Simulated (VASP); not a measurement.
Runs of VASP 6.6.1 on BN. The structure is that of space group P6_3mc (No. 186), or close to it. The cells are those of the table. 

| task | level | cell | k mesh | smearing | gap on the mesh (eV) | pressure (GPa) | largest force (eV/Å) |
| --- | --- | --- | --- | --- | --- | --- | --- |
| single point | PBE | a = 2.544, b = 2.544, c = 4.292 Å, angles 90.0, 90.0, 120.0°, 4 atoms | 6 × 6 × 4 | gaussian 0.01 eV | (a) | -2.3 | 0.04 |
| single point | PBE | a = 2.544, b = 2.544, c = 4.124 Å, angles 90.0, 90.0, 120.0°, 4 atoms | 6 × 6 × 4 | gaussian 0.01 eV | 5.24 | 13.5 | 0.03 |
| single point | PBE | a = 2.544, b = 2.544, c = 4.040 Å, angles 90.0, 90.0, 120.0°, 4 atoms | 6 × 6 × 4 | gaussian 0.01 eV | 5.34 | 23.2 | 0.06 |
| single point | PBE | a = 2.544, b = 2.544, c = 4.040 Å, angles 90.0, 90.0, 120.0°, 4 atoms | 12 × 12 × 6 | fermi-dirac 0.02 eV | 5.34 | 23.2 | 0.06 |
| dielectric tensor | r2SCAN | a = 2.544, b = 2.544, c = 4.124 Å, angles 90.0, 90.0, 120.0°, 4 atoms | 9 × 9 × 6 | gaussian 0.01 eV | 5.78 | - | - |
| single point | PBE | a = 2.544, b = 2.544, c = 4.208 Å, angles 90.0, 90.0, 120.0°, 4 atoms | 12 × 12 × 6 | fermi-dirac 0.02 eV | 5.19 | 4.9 | 0.01 |
| single point | PBE | a = 2.544, b = 2.544, c = 4.250 Å, angles 90.0, 90.0, 120.0°, 4 atoms | 6 × 6 × 4 | gaussian 0.01 eV | 5.18 | 1.2 | (b) |
| single point | PBE | a = 2.544, b = 2.544, c = 4.082 Å, angles 90.0, 90.0, 120.0°, 4 atoms | 6 × 6 × 4 | gaussian 0.01 eV | 5.28 | 18.2 | 0.05 |

Alike in all rows: potentials or basis VASP PAW PBE potentials, release 64 (B, N); no spin polarisation; cutoff (eV) 520.

Question: Fill in the values left out.

Answer: (a) 5.20; (b) 0.02.

Caveats: some runs use coarse meshes; the PAW data sets were made with another functional, which shifts forces and pressure a little (some runs).

A k mesh can miss the band edges.
